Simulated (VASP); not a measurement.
Here is a VASP 6.6.1 calculation.

Contents of INCAR:

```
SYSTEM = CaYbS2
PREC = Accurate
ENCUT = 520
EDIFF = 1E-6
ISMEAR = 0
SIGMA = 0.1
LREAL = .False.
LASPH = .True.
NELM = 100
ALGO = Normal
ISIF = 2
LWAVE = .False.
LCHARG = .False.
GGA = PE
NBANDS = 31
```

File KPOINTS:

```
Automatic mesh
0
Gamma
  12 12 8
  0 0 0
```

POSCAR

```
CaYbS2
1.0
    3.9979322677      0.0000000000      0.0000000000
    0.0000000000      3.9979322677      0.0000000000
    0.0000000000      0.0000000000      5.6589774362
Ca Yb S
1 1 2
Direct
    0.5000000000      0.5000000000      0.5000000000
    0.0000000000      0.0000000000      0.0000000000
    0.0000000000      0.0000000000      0.5000000000
    0.5000000000      0.5000000000      0.0000000000
```

Potentials or basis: VASP PAW PBE potentials, release 64 (Ca_sv, Yb, S).

The run is started by

```console
$ cat potpaw_PBE.64/Ca_sv/POTCAR potpaw_PBE.64/Yb/POTCAR potpaw_PBE.64/S/POTCAR > POTCAR
$ mpirun -np 1 vasp_std > vasp.out
```

Task: What does it give for the band gap on the k mesh?

Result: Zero (bands 23 and 24 overlap by 0.11 eV).

Task: What does it give for the pressure?

Result: -1.7 GPa.

Stress tensor (GPa, compression positive):
```
-1.64  0.00  0.00
 0.00 -1.64  0.00
 0.00  0.00 -1.72
```

Caveat: spin-orbit coupling is left out, which moves the levels of the heavy elements. With open d or f shells a metallic result of PBE can be an artefact of self-interaction; +U or a hybrid may open a gap.
